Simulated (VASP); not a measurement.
# MgI2 (P-3m1) in VASP: further runs

The runs below take MgI2 through single point, with r2SCAN.

Program: VASP 6.6.1. These are calculated values, not measurements. Logs are shortened: lines on timing, memory, paths and dates and some standing lists are left out, and cuts for length are marked.

**1. The cell of the first run**

The structure is trigonal, space group P-3m1 (No. 164). Conventional cell: a = 3.997 Å, b = 3.997 Å, c = 6.643 Å, α = 90.00°, β = 90.00°, γ = 120.00°. Within 3.7 Å of Mg (site symmetry -3m) lie 6 I at 2.84 Å. Within 3.7 Å of I (site symmetry 3m) lie 3 Mg at 2.84 Å.

**2. Single point, r2SCAN**

POSCAR reads:

```
MgI2
1.0
    3.9971260523      0.0000000000      0.0000000000
   -1.9985630261      3.4616173651      0.0000000000
    0.0000000000      0.0000000000      6.6425669661
Mg I
1 2
Direct
    0.0000000000      0.0000000000      0.0000000000
    0.3333333333      0.6666666667      0.2500000000
    0.6666666667      0.3333333333      0.7500000000
```

INCAR.step1 reads:

```
PREC = Accurate ; ENCUT = 660
ISMEAR = 0 ; SIGMA = 0.01
LREAL = F ; LASPH = T
NELM = 120 ; NBANDS = 15
GGA = PE ; ALGO = Normal
EDIFF = 1E-5 ; LWAVE = T
LCHARG = F ; GGA_COMPAT = F
```

INCAR.step2 reads:

```
PREC = Accurate ; ENCUT = 660
EDIFF = 1E-6 ; ISMEAR = 0
SIGMA = 0.01 ; LREAL = F
LASPH = T ; NELM = 120
ALGO = Normal ; ISIF = 2
LWAVE = F ; LCHARG = F
METAGGA = R2SCAN ; LMIXTAU = T
NBANDS = 15 ; ISTART = 1
GGA_COMPAT = F
```

KPOINTS reads:

```
Automatic mesh
0
Gamma
  5 5 3
```

Potentials or basis: VASP PAW PBE potentials, release 64 (Mg, I).

Started as:

```console
$ cat potpaw_PBE.64/Mg/POTCAR potpaw_PBE.64/I/POTCAR > POTCAR
$ cp INCAR.step1 INCAR
$ mpirun -np 1 vasp_std > vasp.out
$ cp INCAR.step2 INCAR
$ mpirun -np 1 vasp_std > vasp.out
```

OUTCAR:

```text
PREC = Accurate
   ENCUT = 660
   EDIFF = 1E-6
   ISMEAR = 0
   LREAL = F
   LASPH = T
   NELM = 120
   ISIF = 2
   METAGGA = R2SCAN
   ISTART = 1

 ion  position               nearest neighbor table
   1  0.000  0.000  0.000-   2 2.84   3 2.84   3 2.84   2 2.84   3 2.84   2 2.84
   2  0.333  0.667  0.250-   1 2.84   1 2.84   1 2.84
   3  0.667  0.333  0.750-   1 2.84   1 2.84   1 2.84

  LATTYP: Found a hexagonal cell.
 ALAT       =     3.9971260523
 C/A-ratio  =     1.6618357488

  Lattice vectors:

 A1 = (   3.9971260523,   0.0000000000,   0.0000000000)
 A2 = (  -1.9985630261,   3.4616173651,   0.0000000000)
 A3 = (   0.0000000000,   0.0000000000,   6.6425669661)

Analysis of symmetry for initial positions (statically):
=====================================================================
 Subroutine PRICEL returns:
 Original cell was already a primitive cell.

 Routine SETGRP: Setting up the symmetry group for a
 hexagonal supercell.

 Subroutine GETGRP returns: Found 12 space group operations
 (whereof 12 operations were pure point group operations)
 out of a pool of 24 trial point group operations.

The static configuration has the point symmetry D_3d.

Analysis of symmetry for dynamics (positions and initial velocities):
=====================================================================
 Subroutine PRICEL returns:
 Original cell was already a primitive cell.

 Routine SETGRP: Setting up the symmetry group for a
 hexagonal supercell.

 Subroutine GETGRP returns: Found 12 space group operations
 (whereof 12 operations were pure point group operations)
 out of a pool of 24 trial point group operations.

The dynamic configuration has the point symmetry D_3d.

 Subroutine INISYM returns: Found 12 space group operations
 (whereof 12 operations are pure point group operations),
 and found     1 'primitive' translations

----------------------------------------------------------------------------------------

                                     Primitive cell

  volume of cell :      91.9100

  direct lattice vectors                    reciprocal lattice vectors
     3.997126052  0.000000000  0.000000000     0.250179751  0.144441152  0.000000000
    -1.998563026  3.461617365  0.000000000     0.000000000  0.288882304  0.000000000
     0.000000000  0.000000000  6.642566966     0.000000000  0.000000000  0.150544211

  length of vectors
[... 81 lines left out ...]
   PSTRESS=    0.0 pullay stress
   NELECT =      16.0000    total number of electrons
   NUPDOWN=      -1.0000    fix difference up-down
   EMIN   =  10.00;   EMAX   =-10.00  energy-range for DOS
   EFERMI =   0.00;   METHOD = LEGACY
   ISMEAR =     0;   SIGMA  =   0.01  broadening in eV -4-tet -1-fermi 0-gaus
   EFERMI_NEDOS =   21; number of points for ismear=-14 and -15
   IALGO  =     38    algorithm
   IMIX   =      4    mixing-type and parameters
     AMIX     =   0.40;   BMIX     =  1.00
     AMIX_MAG =   1.60;   BMIX_MAG =  1.00
  volume/ion in A,a.u.               =      30.64       206.75
  Fermi-wavevector in a.u.,A,eV,Ry     =   0.914100  1.727399 11.368749  0.835579
  Thomas-Fermi vector in A             =   2.038688
   LORBIT       =      0    0 simple, 1 ext, 2 COOP (PROOUT), +10 PAW based schemes
   METAGGA = R2SCAN    functional components
   LHFCALC =     F    Hartree Fock is set to
   AEXX    =    0.0000 exact exchange contribution
   IVDW    =     0    specifies the selected vdW correction
   LEPSILON=     F    determine dielectric tensor
   LRPA    =     F    only Hartree local field effects (RPA)
 non-spin polarized calculation
 Gauss-broadening in eV      SIGMA  =   0.01
  energy-cutoff  :      660.00
  volume of cell :       91.91
 maximum number of plane-waves:      3568
 NGX is ok and might be reduce to    36
   NGX = 17   NGY = 17   NGZ = 27

 number of electron      16.0000001 magnetization

 Free energy of the ion-electron system (eV)
  ---------------------------------------------------
  ext. energy  EPLUGINS =         0.00000000
  ---------------------------------------------------
  free energy    TOTEN  =       -56.77512796 eV

  energy without entropy =      -56.77512796  energy(sigma->0) =      -56.77512796

 E-fermi :   3.2274     XC(G=0):  -9.0768

 val. band max:        3.1344907906   @ k =   0.0000   0.0000   0.0000
 cond. band min:       7.3263506975   @ k =   0.0000   0.4000   0.3333
 fundamental gap:      4.1918599069
 Fermi energy:         3.2274223290

 k-point     1 :       0.0000    0.0000    0.0000
  band No.  band energies     occupation
      1      -9.8147      2.00000
      2      -8.8736      2.00000
      3      -1.0611      2.00000
      4       2.6539      2.00000
      5       2.6539      2.00000
      6       3.1179      2.00000
      7       3.1345      2.00000
      8       3.1345      2.00000
      9       8.1083      0.00000
     10       8.6826      0.00000
     11      10.6364      0.00000
     12      10.6365      0.00000
     13      11.0449      0.00000
     14      11.9490      0.00000
[... 185 lines left out ...]
      2      -8.5759      2.00000
      3      -0.8053      2.00000
      4      -0.3092      2.00000
      5       0.5193      2.00000
      6       1.0918      2.00000
      7       2.0095      2.00000
      8       2.3870      2.00000
      9       8.0845      0.00000
     10       9.6257      0.00000
     11       9.8207      0.00000
     12      10.3890      0.00000
     13      11.1945      0.00000
     14      12.4082      0.00000
     15      13.9743      0.00000

------------------------ aborting loop because EDIFF is reached ----------------------------------------

  FORCE on cell =-STRESS in cart. coord.  units (eV):
  Direction    XX          YY          ZZ          XY          YZ          ZX
  --------------------------------------------------------------------------------------
  -------------------------------------------------------------------------------------
  Total        2.7089485      2.7089558      2.0966530      0.0000000      0.0000000      0.0000000
  in kB       47.2224459     47.2225731     36.5488980      0.0000000      0.0000000      0.0000000
  external PRESSURE =      43.6646390 kB  Pullay stress =       0.0000000 kB

 VOLUME and BASIS-vectors are now :
 -----------------------------------------------------------------------------
  energy-cutoff  :      660.00
  volume of cell :       91.91
      direct lattice vectors                 reciprocal lattice vectors
     3.997126052  0.000000000  0.000000000     0.250179751  0.144441152  0.000000000
    -1.998563026  3.461617365  0.000000000     0.000000000  0.288882304  0.000000000
     0.000000000  0.000000000  6.642566966     0.000000000  0.000000000  0.150544211

 POSITION                                       TOTAL-FORCE (eV/Angst)
 -----------------------------------------------------------------------------------
      0.00000      0.00000      0.00000        -0.000000      0.000000      0.000000
     -0.00000      2.30774      1.66064        -0.000000      0.000000      0.190539
      1.99856      1.15387      4.98193         0.000000     -0.000000     -0.190539
 -----------------------------------------------------------------------------------
    total drift:                               -0.000000      0.000000     -0.000000

  FREE ENERGIE OF THE ION-ELECTRON SYSTEM (eV)
  ---------------------------------------------------
  free  energy   TOTEN  =       -56.7751279620 eV

  energy  without entropy=      -56.7751279620  energy(sigma->0) =      -56.77512796
```

It took 5.3 min on 1 thread of AMD EPYC 7R13, shared host; peak memory 0.25 GiB.

Results:

```yaml
Free_energy: -56.7751 eV
Pressure: 4.4 GPa
Largest_force: 0.191 eV/Å
Band_gap_on_the_k_mesh: 4.19 eV (least direct gap 4.90 eV)
```

Forces in eV/Å, atoms in the order of the input:
```
Mg   0.000  0.000  0.000
I    0.000  0.000  0.191
I    0.000  0.000 -0.191
```

Levels at points of the mesh, in eV from the valence-band top:
```
           k point  band 6  band 7  band 8  band 9  band 10  band 11
(0.00, 0.00, 0.00)   -0.02    0.00    0.00    4.97     5.55     7.50
```

Caveat: the cell stands under pressure; the PAW data sets were made with another functional, which shifts forces and pressure a little; spin-orbit coupling is left out, which moves the levels of the heavy elements.

**3. Single point, r2SCAN**

This run uses another cell than the first one, of 32.34 Å³/atom.

POSCAR reads:

```
MgI2
1.0
    4.0698169501      0.0000000000      0.0000000000
   -2.0349084751      3.5245696140      0.0000000000
    0.0000000000      0.0000000000      6.7633672987
Mg I
1 2
Direct
    0.0000000000      0.0000000000      0.0000000000
    0.3333333333      0.6666666667      0.2500000000
    0.6666666667      0.3333333333      0.7500000000
```

INCAR.step1 reads:

```
ALGO = Normal ; EDIFF = 1E-5
ENCUT = 660 ; GGA = PE
GGA_COMPAT = False ; ISMEAR = 0
LASPH = True ; LCHARG = False
LREAL = False ; LWAVE = True
NBANDS = 15 ; NELM = 120
PREC = Accurate ; SIGMA = 0.01
```

INCAR.step2 reads:

```
ALGO = Normal ; EDIFF = 1E-6
ENCUT = 660 ; GGA_COMPAT = False
ISIF = 2 ; ISMEAR = 0
ISTART = 1 ; LASPH = True
LCHARG = True ; LELF = True
LMIXTAU = True ; LREAL = False
LVHAR = True ; LWAVE = False
METAGGA = R2SCAN ; NBANDS = 15
NELM = 120 ; PREC = Accurate
SIGMA = 0.01
```

KPOINTS reads:

```
k-points
0
Gamma
  5 5 3
```

Potentials or basis: VASP PAW PBE potentials, release 64 (Mg, I).

Started as:

```console
$ cat potpaw_PBE.64/Mg/POTCAR potpaw_PBE.64/I/POTCAR > POTCAR
$ cp INCAR.step1 INCAR
$ mpirun -np 1 vasp_std > vasp.out
$ cp INCAR.step2 INCAR
$ mpirun -np 1 vasp_std > vasp.out
```

Run time: 5.2 min. Hardware: 1 thread of AMD EPYC 7R13, shared host; peak memory 0.26 GiB.

It converged, with:

```
Free energy            : -56.8738 eV
Pressure               : 1.9 GPa
Largest force          : 0.089 eV/Å
Band gap on the k mesh : 4.16 eV (least direct gap 4.69 eV)
```

Forces on the atoms (eV/Å):
```
Mg   0.000  0.000  0.000
I    0.000  0.000 -0.089
I    0.000  0.000  0.089
```

Stress tensor (GPa, compression positive):
```
2.24 0.00 0.00
0.00 2.24 0.00
0.00 0.00 1.30
```

Levels at points of the mesh, in eV from the valence-band top:
```csv
k point,band 6,band 7,band 8,band 9,band 10,band 11
"(0.00, 0.00, 0.00)",-0.02,0.00,0.00,4.69,5.54,7.46
```

Caveat: the PAW data sets were made with another functional, which shifts forces and pressure a little; spin-orbit coupling is left out, which moves the levels of the heavy elements. r2SCAN opens gaps a little over a GGA but as a rule still falls short of measured ones.
